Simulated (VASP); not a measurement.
# Ba (Im-3m) in VASP: notebook

Ba is run at these levels: PBE, LDA; tasks: single point.

All numbers are computed with VASP 6.6.1; they aren't measurements. Logs are shortened: lines on timing, memory, paths and dates and some standing lists are left out, and cuts for length are marked.

### Step 1. The cell of the first run

The structure is cubic, space group Im-3m (No. 229). The conventional cell has a = 4.979 Å, b = 4.979 Å, c = 4.979 Å, α = 90.00°, β = 90.00°, γ = 90.00°. Within 5.7 Å of Ba (site symmetry m-3m) lie 14 Ba at 4.31 to 4.98 Å.

### Step 2. Single point, PBE

Input file INCAR:

```
ALGO = Fast ; EDIFF = 1E-7
ENCUT = 520 ; GGA = PE
ISIF = 2 ; ISMEAR = -1
LASPH = T ; LCHARG = F
LREAL = F ; LWAVE = F
NBANDS = 11 ; NELM = 100
PREC = Accurate ; SIGMA = 0.05
```

Input file KPOINTS:

```
k-points
0
Gamma
  8 8 8
```

Input file POSCAR:

```
Ba
1.0
   -2.4896773455      2.4896773455      2.4896773455
    2.4896773455     -2.4896773455      2.4896773455
    2.4896773455      2.4896773455     -2.4896773455
Ba
1
Direct
    0.0000000000      0.0000000000      0.0000000000
```

Potentials or basis: VASP PAW PBE potentials, release 64 (Ba_sv).

Command:

```bash
$ cat potpaw_PBE.64/Ba_sv/POTCAR > POTCAR
$ mpirun -np 1 vasp_std > vasp.out
```

OUTCAR:

```text
EDIFF = 1E-7
   ENCUT = 520
   GGA = PE
   ISIF = 2
   ISMEAR = -1
   LASPH = T
   LREAL = F
   NELM = 100
   PREC = Accurate

 ion  position               nearest neighbor table
   1  0.000  0.000  0.000-

  LATTYP: Found a body centered cubic cell.
 ALAT       =     4.9793546910

  Lattice vectors:

 A1 = (  -2.4896773455,   2.4896773455,   2.4896773455)
 A2 = (   2.4896773455,  -2.4896773455,   2.4896773455)
 A3 = (   2.4896773455,   2.4896773455,  -2.4896773455)

Analysis of symmetry for initial positions (statically):
=====================================================================
 Subroutine PRICEL returns:
 Original cell was already a primitive cell.

 Routine SETGRP: Setting up the symmetry group for a
 body centered cubic supercell.

 Subroutine GETGRP returns: Found 48 space group operations
 (whereof 48 operations were pure point group operations)
 out of a pool of 48 trial point group operations.

The static configuration has the point symmetry O_h .

Analysis of symmetry for dynamics (positions and initial velocities):
=====================================================================
 Subroutine PRICEL returns:
 Original cell was already a primitive cell.

 Routine SETGRP: Setting up the symmetry group for a
 body centered cubic supercell.

 Subroutine GETGRP returns: Found 48 space group operations
 (whereof 48 operations were pure point group operations)
 out of a pool of 48 trial point group operations.

The dynamic configuration has the point symmetry O_h .

 Subroutine INISYM returns: Found 48 space group operations
 (whereof 48 operations are pure point group operations),
 and found     1 'primitive' translations

----------------------------------------------------------------------------------------

                                     Primitive cell

  volume of cell :      61.7290

  direct lattice vectors                    reciprocal lattice vectors
    -2.489677346  2.489677346  2.489677346     0.000000000  0.200829236  0.200829236
     2.489677346 -2.489677346  2.489677346     0.200829236  0.000000000  0.200829236
     2.489677346  2.489677346 -2.489677346     0.200829236  0.200829236  0.000000000

  length of vectors
     4.312247657  4.312247657  4.312247657     0.284015430  0.284015430  0.284015430

  position of ions in fractional coordinates (direct lattice)
     0.000000000  0.000000000  0.000000000

  ion indices of the primitive-cell ions
   primitive index   ion index
                 1           1

----------------------------------------------------------------------------------------

 KPOINTS: k-points

Automatic generation of k-mesh.
 Grid dimensions read from file:
 generate k-points for:    8    8    8

 Generating k-lattice:

  Cartesian coordinates                     Fractional coordinates (reciprocal lattice)
     0.000000000  0.025103655  0.025103655     0.125000000  0.000000000  0.000000000
     0.025103655  0.000000000  0.025103655     0.000000000  0.125000000  0.000000000
     0.025103655  0.025103655  0.000000000     0.000000000  0.000000000  0.125000000

  Length of vectors
     0.035501929  0.035501929  0.035501929

  Shift w.r.t. Gamma in fractional coordinates (k-lattice)
     0.000000000  0.000000000  0.000000000

 Subroutine IBZKPT returns following result:
 ===========================================

 Found     29 irreducible k-points:

 Following reciprocal coordinates:
            Coordinates               Weight
  0.000000  0.000000  0.000000      1.000000
  0.125000  0.000000  0.000000     12.000000
  0.250000  0.000000  0.000000     12.000000
  0.375000  0.000000  0.000000     12.000000
  0.500000  0.000000  0.000000      6.000000
  0.125000  0.125000  0.000000     24.000000
[... 16 lines left out ...]
 -0.250000  0.250000  0.250000      6.000000
 -0.375000  0.375000  0.250000     24.000000
 [... further k-points ...]
   k-points           NKPTS =     29   k-points in BZ     NKDIM =     29   number of bands    NBANDS=     11
   number of dos      NEDOS =    301   number of ions     NIONS =      1
   total plane-waves  NPLWV =  32768
   dimension x,y,z NGX =    32 NGY =   32 NGZ =   32
   dimension x,y,z NGXF=    64 NGYF=   64 NGZF=   64
   ions per type =               1
   NGX,Y,Z   is equivalent  to a cutoff of  12.34, 12.34, 12.34 a.u.
   NGXF,Y,Z  is equivalent  to a cutoff of  24.67, 24.67, 24.67 a.u.
 SYSTEM =  unknown system
   PREC   = accura    normal or accurate (medium, high low for compatibility)
   ISTART =      0    job   : 0-new  1-cont  2-samecut
   ICHARG =      2    charge: 1-file 2-atom 10-const
   ISPIN  =      1    spin polarized calculation?
   LNONCOLLINEAR =      F non collinear calculations
   LSORBIT =      F    spin-orbit coupling
   LASPH  =      T    aspherical Exc in radial PAW
   ENCUT  =  520.0 eV  38.22 Ry    6.18 a.u.   8.02  8.02  8.02*2*pi/ulx,y,z
   NELM   =    100;   NELMIN=  2; NELMDL= -5     # of ELM steps
   EDIFF  = 0.1E-06   stopping-criterion for ELM
   LREAL  =      F    real-space projection
   EDIFFG = 0.1E-05   stopping-criterion for IOM
   NSW    =      0    number of steps for IOM
   IBRION =     -1    ionic relax: 0-MD 1-quasi-New 2-CG
   NFREE  =      0    steps in history (QN), initial steepest desc. (CG)
   ISIF   =      2    stress and relaxation
   ISYM   =      2    0-nonsym 1-usesym 2-fastsym
   POTIM  = 0.5000    time-step for ionic-motion
   TEBEG  =    0.0;   TEEND  =   0.0 temperature during run
   PSTRESS=    0.0 pullay stress
   NELECT =      10.0000    total number of electrons
   NUPDOWN=      -1.0000    fix difference up-down
   EMIN   =  10.00;   EMAX   =-10.00  energy-range for DOS
   EFERMI =   0.00;   METHOD = LEGACY
   ISMEAR =    -1;   SIGMA  =   0.05  broadening in eV -4-tet -1-fermi 0-gaus
   EFERMI_NEDOS =   21; number of points for ismear=-14 and -15
   IALGO  =     68    algorithm
   IMIX   =      4    mixing-type and parameters
     AMIX     =   0.40;   BMIX     =  1.00
     AMIX_MAG =   1.60;   BMIX_MAG =  1.00
  volume/ion in A,a.u.               =      61.73       416.57
  Fermi-wavevector in a.u.,A,eV,Ry     =   0.892439  1.686465 10.836319  0.796447
  Thomas-Fermi vector in A             =   2.014388
   LORBIT       =      0    0 simple, 1 ext, 2 COOP (PROOUT), +10 PAW based schemes
   GGA     = PE    functional components
   LHFCALC =     F    Hartree Fock is set to
   AEXX    =    0.0000 exact exchange contribution
   IVDW    =     0    specifies the selected vdW correction
   LEPSILON=     F    determine dielectric tensor
   LRPA    =     F    only Hartree local field effects (RPA)
 non-spin polarized calculation
 RMM-DIIS sequential band-by-band and
  energy-cutoff  :      520.00
  volume of cell :       61.73
 maximum number of plane-waves:      1689
   NGX = 15   NGY = 15   NGZ = 15

 number of electron      10.0000000 magnetization

 number of electron       9.9999998 magnetization

 Free energy of the ion-electron system (eV)
  ---------------------------------------------------
  ext. energy  EPLUGINS =         0.00000000
  ---------------------------------------------------
  free energy    TOTEN  =        -1.91537166 eV

  energy without entropy =       -1.90774148  energy(sigma->0) =       -1.91155657

 E-fermi :   1.6918     XC(G=0):  -7.4739

 val. band max:        1.6179421446   @ k =  -0.3750   0.5000   0.2500
 cond. band min:       1.8454880845   @ k =   0.2500   0.2500   0.1250
 fundamental gap:      0.2275459398
 Fermi energy:         1.6918269216

 k-point     1 :       0.0000    0.0000    0.0000
  band No.  band energies     occupation
      1     -27.1361      2.00000
      2     -12.0737      2.00000
      3     -12.0737      2.00000
      4     -12.0737      2.00000
      5      -1.0456      2.00000
      6       3.5685      0.00000
      7       3.5685      0.00000
      8       3.5685      0.00000
      9       4.9959      0.00000
     10       4.9959      0.00000
     11       8.7095      0.00000

 k-point     2 :       0.1250    0.0000    0.0000
  band No.  band energies     occupation
      1     -27.1292      2.00000
      2     -12.1507      2.00000
      3     -12.0973      2.00000
      4     -12.0742      2.00000
      5      -0.7519      2.00000
      6       3.3379      0.00000
      7       3.4118      0.00000
      8       3.8723      0.00000
      9       4.7028      0.00000
     10       4.9825      0.00000
     11       9.0224      0.00000

 k-point     3 :       0.2500    0.0000    0.0000
  band No.  band energies     occupation
      1     -27.1125      2.00000
      2     -12.3288      2.00000
      3     -12.1535      2.00000
      4     -12.0755      2.00000
      5      -0.0162      2.00000
      6       2.8887      0.00000
      7       2.8898      0.00000
      8       4.7480      0.00000
      9       4.7507      0.00000
     10       5.0546      0.00000
     11       9.0565      0.00000

 k-point     4 :       0.3750    0.0000    0.0000
  band No.  band energies     occupation
      1     -27.0957      2.00000
      2     -12.4973      2.00000
      3     -12.2084      2.00000
      4     -12.0768      2.00000
      5       0.6516      2.00000
      6       2.5338      0.00000
      7       2.7482      0.00000
      8       4.9959      0.00000
      9       5.3244      0.00000
     10       6.0551      0.00000
     11       8.0107      0.00000
[... 239 lines left out ...]
 k-point    22 :       0.2500    0.2500    0.2500
  band No.  band energies     occupation
      1     -27.0855      2.00000
      2     -12.3208      2.00000
      3     -12.3208      2.00000
      4     -12.3208      2.00000
      5       2.2546      0.00003
      6       2.2546      0.00003
      7       2.2546      0.00003
      8       5.6292      0.00000
      9       5.6667      0.00000
     10       5.6667      0.00000
     11       8.6159      0.00000

 k-point    23 :      -0.2500    0.2500    0.2500
  band No.  band energies     occupation
      1     -27.0920      2.00000
      2     -12.3387      2.00000
      3     -12.2400      2.00000
      4     -12.2400      2.00000
      5       0.8347      2.00000
      6       2.4580      0.00000
      7       3.6167      0.00000
      8       3.6167      0.00000
      9       4.7057      0.00000
     10       5.4152      0.00000
     11       8.7901      0.00000

 k-point    24 :      -0.3750    0.3750    0.2500
  band No.  band energies     occupation
      1     -27.0773      2.00000
      2     -12.4391      2.00000
      3     -12.2995      2.00000
      4     -12.2551      2.00000
      5       1.3773      1.99630
      6       1.9347      0.01543
      7       3.6212      0.00000
      8       3.8515      0.00000
      9       5.3432      0.00000
     10       5.7435      0.00000
     11       8.9903      0.00000

 [... further k-points ...]
[... 5 lines left out ...]
  --------------------------------------------------------------------------------------
  -------------------------------------------------------------------------------------
  Total        0.0901748      0.0901748      0.0901748      0.0000000      0.0000000      0.0000000
  in kB        2.3404883      2.3404883      2.3404883      0.0000000      0.0000000      0.0000000
  external PRESSURE =       2.3404883 kB  Pullay stress =       0.0000000 kB

 VOLUME and BASIS-vectors are now :
 -----------------------------------------------------------------------------
  energy-cutoff  :      520.00
  volume of cell :       61.73
      direct lattice vectors                 reciprocal lattice vectors
    -2.489677346  2.489677346  2.489677346     0.000000000  0.200829236  0.200829236
     2.489677346 -2.489677346  2.489677346     0.200829236  0.000000000  0.200829236
     2.489677346  2.489677346 -2.489677346     0.200829236  0.200829236  0.000000000

 POSITION                                       TOTAL-FORCE (eV/Angst)
 -----------------------------------------------------------------------------------
      0.00000      0.00000      0.00000        -0.000000      0.000000      0.000000
 -----------------------------------------------------------------------------------
    total drift:                               -0.000000      0.000000     -0.000000

  FREE ENERGIE OF THE ION-ELECTRON SYSTEM (eV)
  ---------------------------------------------------
  free  energy   TOTEN  =        -1.9153716587 eV

  energy  without entropy=       -1.9077414808  energy(sigma->0) =       -1.91155657
```

It took 20 s on 1 thread of Intel Xeon 8259CL, shared host; peak memory 0.18 GiB.

What came out:

| Property | Result |
| --- | --- |
| Free energy | -1.9154 eV |
| Pressure | 0.2 GPa |
| Band gap on the k mesh | zero (band 5 reaches 2.25 eV, above the bottom of band 6 at 1.14 eV) |

Levels at points of the mesh, in eV from the Fermi level:
| k point | band 3 | band 4 | band 5 | band 6 | band 7 | band 8 |
| --- | --- | --- | --- | --- | --- | --- |
| (0.00, 0.00, 0.00) | -13.77 | -13.77 | -2.74 | 1.88 | 1.88 | 1.88 |
| (0.50, 0.00, 0.00) | -13.92 | -13.77 | -0.88 | 0.71 | 1.33 | 3.28 |
| (0.50, 0.50, 0.50) | -14.11 | -14.11 | -0.55 | -0.55 | 4.48 | 4.48 |

Caveat: spin-orbit coupling is left out, which moves the levels of the heavy elements.

### Step 3. Single point, PBE

This run uses another cell than the first one, of 65.51 Å³/atom, 1.061 times its volume.

Input file INCAR:

```
  ALGO = Fast
  EDIFF = 1E-7
  ENCUT = 520
  GGA = PE
  ISIF = 2
  ISMEAR = -1
  LASPH = True
  LCHARG = False
  LREAL = False
  LWAVE = False
  NBANDS = 11
  NELM = 60
  PREC = Accurate
  SIGMA = 0.05
```

KPOINTS is that of step 2.

Input file POSCAR:

```
Ba
1.0
   -2.5394840457      2.5394840457      2.5394840457
    2.5394840457     -2.5394840457      2.5394840457
    2.5394840457      2.5394840457     -2.5394840457
Ba
1
Direct
    0.0000000000      0.0000000000      0.0000000000
```

Potentials or basis: VASP PAW PBE potentials, release 64 (Ba_sv).

Command:

```bash
$ cat potpaw_PBE.64/Ba_sv/POTCAR > POTCAR
$ mpirun -np 1 vasp_std > vasp.out
```

It took 40 s on 1 thread of Intel Xeon 8259CL, shared host; peak memory 0.21 GiB.

Results (log left out):

```
Free energy            : -1.9144 eV
Pressure               : -0.3 GPa
Band gap on the k mesh : zero (band 5 reaches 2.01 eV, above the bottom of band 6 at 1.03 eV)
```

Levels at points of the mesh, in eV from the Fermi level:
| k point | band 1 | band 2 | band 3 | band 4 | band 5 | band 6 | band 7 | band 8 | band 9 | band 10 |
| --- | --- | --- | --- | --- | --- | --- | --- | --- | --- | --- |
| (0.00, 0.00, 0.00) | -28.94 | -13.91 | -13.91 | -13.91 | -2.72 | 1.79 | 1.79 | 1.79 | 3.14 | 3.14 |
| (0.50, 0.00, 0.00) | -28.91 | -14.32 | -14.05 | -13.92 | -0.86 | 0.70 | 1.14 | 3.10 | 3.66 | 5.03 |
| (0.50, 0.50, 0.50) | -28.88 | -14.20 | -14.20 | -14.20 | -0.48 | -0.48 | 4.18 | 4.18 | 4.18 | 4.56 |

Caveat: spin-orbit coupling is left out, which moves the levels of the heavy elements.

### Step 4. Single point, LDA

This run uses another cell than the first one, of 62.99 Å³/atom, 1.020 times its volume.

Input file INCAR:

```
SYSTEM = Ba
PREC     = Accurate       ! precision mode
ENCUT    = 520            ! plane-wave cutoff, eV
EDIFF    = 1E-6           ! SCF threshold, eV
ISMEAR   = 1              ! smearing method
SIGMA    = 0.025          ! smearing width, eV
LREAL    = .FALSE.        ! projectors in reciprocal space
LASPH    = .TRUE.         ! aspherical terms in the spheres
NELM     = 80             ! most SCF steps
ALGO     = Normal         ! electronic algorithm
ISIF     = 2              ! what is computed and relaxed
LWAVE    = .FALSE.        ! write WAVECAR
LCHARG   = .FALSE.        ! write CHGCAR
NBANDS   = 11             ! bands
```

Input file KPOINTS:

```
Automatic mesh
0
G
  8 8 8
  0 0 0
```

Input file POSCAR:

```
Ba
1.0
   -2.5065000000      2.5065000000      2.5065000000
    2.5065000000     -2.5065000000      2.5065000000
    2.5065000000      2.5065000000     -2.5065000000
Ba
1
Direct
    0.0000000000      0.0000000000      0.0000000000
```

Potentials or basis: VASP PAW LDA potentials, release 64 (Ba_sv).

Command:

```bash
$ cat potpaw_LDA.64/Ba_sv/POTCAR > POTCAR
$ mpirun -np 1 vasp_std > vasp.out
```

It took 11 s on 1 thread of Intel Xeon 6975P-C, shared host; peak memory 0.16 GiB.

The run converged. Its results:

| Item | Value |
| --- | --- |
| Free energy | -2.2159 eV |
| Pressure | -1.3 GPa |
| Band gap on the k mesh | zero (band 5 reaches 1.95 eV, above the bottom of band 6 at 0.89 eV) |

Levels at points of the mesh, in eV from the Fermi level:
| k point | band 3 | band 4 | band 5 | band 6 | band 7 | band 8 |
| --- | --- | --- | --- | --- | --- | --- |
| (0.00, 0.00, 0.00) | -13.72 | -13.72 | -2.69 | 1.82 | 1.82 | 1.82 |
| (0.50, 0.00, 0.00) | -13.87 | -13.72 | -0.85 | 0.70 | 1.39 | 3.21 |
| (0.50, 0.50, 0.50) | -14.04 | -14.04 | -0.47 | -0.47 | 4.43 | 4.43 |

Caveat: spin-orbit coupling is left out, which moves the levels of the heavy elements.

### Step 5. Single point, LDA, non-collinear spin, zero start, spin-orbit coupling

This run uses another cell than the first one, of 62.99 Å³/atom, 1.020 times its volume.

Input file INCAR:

```
PREC = Accurate
ENCUT = 520
EDIFF = 1E-6
ISMEAR = -5
SIGMA = 0.05
LREAL = False
LASPH = True
NELM = 150
ALGO = Fast
ISIF = 2
LWAVE = False
LCHARG = False
MAGMOM = 0 0 0
LORBIT = 11
LSORBIT = True
GGA_COMPAT = False
LORBMOM = True
GGA = CA
NBANDS = 21
```

Input file KPOINTS:

```
regular mesh
0
Gamma
  8 8 8
```

POSCAR is that of step 4.

Command:

```bash
$ cat potpaw_LDA.64/Ba_sv/POTCAR > POTCAR
$ mpirun -np 1 vasp_ncl > vasp.out
```

It took 79 s on 1 thread of Intel Xeon 6975P-C, shared host; peak memory 0.27 GiB.

It converged, with:

| Property | Result |
| --- | --- |
| Free energy | -2.4223 eV |
| Pressure | -1.2 GPa |
| Net moment | 0.00 μB per cell |
| Valence electrons inside the program's atomic spheres | Ba 7.88 |

Moments on the atoms (μB; x, y, z):
```
Ba  0.00 0.00 0.00
```

### Step 6. The runs side by side

| level | potentials or basis | spin | cell | smearing | gap on the mesh (eV) | pressure (GPa) |
| --- | --- | --- | --- | --- | --- | --- |
| PBE | VASP PAW PBE potentials, release 64 (Ba_sv) | off | a = 4.312 Å, angles 109.5°, 1 atom | fermi-dirac 0.05 eV | none | 0.2 |
| PBE | VASP PAW PBE potentials, release 64 (Ba_sv) | off | a = 4.399 Å, angles 109.5°, 1 atom | fermi-dirac 0.05 eV | none | -0.3 |
| LDA | VASP PAW LDA potentials, release 64 (Ba_sv) | off | a = 4.341 Å, angles 109.5°, 1 atom | methfessel-paxton 0.025 eV | none | -1.3 |
| LDA | VASP PAW LDA potentials, release 64 (Ba_sv) | non-collinear, zero start, SOC | a = 4.341 Å, angles 109.5°, 1 atom | tetrahedron | - | -1.2 |

Alike in all rows: task single point; k mesh 8 × 8 × 8; cutoff (eV) 520.

Caveats: spin-orbit coupling is left out, which moves the levels of the heavy elements (some runs).

Total energies depend on the potentials used, so only differences within one code and one set of settings carry meaning.
